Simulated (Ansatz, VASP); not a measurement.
# One calculation of Si2S3, two programs

```
Si S
1.0
     1.71754    0.99162    9.53284
    -1.71754    0.99162    9.53284
     0.00000   -1.98325    9.53284
Si S
2 3
Direct
  0.38634 0.38634 0.38634
  0.61366 0.61366 0.61366
  0.00000 0.00000 0.00000
  0.23688 0.23688 0.23688
  0.76312 0.76312 0.76312
```

Alike in both runs: functional PBE; k mesh 12 × 12 × 12; occupations gaussian, width 0.1 eV; no spin polarisation.

Ansatz relaxed the structure, and its values are those at the end. VASP's run is a single point on that final structure, the one shown.

|  | VASP | Ansatz |
| --- | --- | --- |
| version | VASP 6.6.1 | Ansatz 0.2.0 |
| potentials or method | VASP PAW PBE potentials, release 64 (Si, S), cutoff 520 eV | scalar-relativistic, plane waves, PAW |
| valence electrons in the cell | 26 | 26 |

VASP gave:

```
gap on the k mesh at the Fermi level (eV) : none
pressure (GPa)                            : -0.1
rms of the force components (eV/Å)        : 0.010
```

Question: Estimate Ansatz's values.

Answer: gap on the k mesh at the Fermi level (eV): none; pressure (GPa): 0.0; rms of the force components (eV/Å): 0.000.

A gap of «none» marks a metal or a gap that the smearing closes.
